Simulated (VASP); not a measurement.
# Si: single point with LDA

Si:

```
Si
1.0
     2.50504    0.00000    0.00000
     0.00000    2.50504    0.00000
     0.00000    0.00000    2.50504
Si
1
Direct
  0.00000 0.00000 0.00000
```

```yaml
Program: VASP 6.6.1
Task: single point
Functional: LDA
Potentials_or_basis: VASP PAW LDA potentials, release 64 (Si)
Cutoff: 500 eV
k_mesh: 10 × 10 × 10
Occupations: methfessel-paxton, width 0.02 eV
Spin: no spin polarisation
Dipole_correction: no
Further_INCAR_settings: ALGO = Normal; EDIFF = 1e-06; NBANDS = 8
```

* Pressure: 0.1 GPa
* Band gap on the k mesh: zero (band 2 reaches 16.08 eV, above the bottom of band 3 at 5.66 eV)

Levels at points of the mesh, in eV from the Fermi level:
```
           k point  band 1  band 2  band 3  band 4  band 5
(0.00, 0.00, 0.00)  -13.31    7.58    7.58    7.90    7.90
(0.50, 0.00, 0.00)   -8.59   -6.60   10.23   11.34   11.34
(0.50, 0.50, 0.00)   -3.34   -2.85   -2.85    1.47   14.66
(0.50, 0.50, 0.50)    0.66    0.66    0.66    3.90    5.21
```

Wall time 9.8 s on 1 thread of AMD EPYC 7R13, on a shared host, peak memory 0.08 GiB.
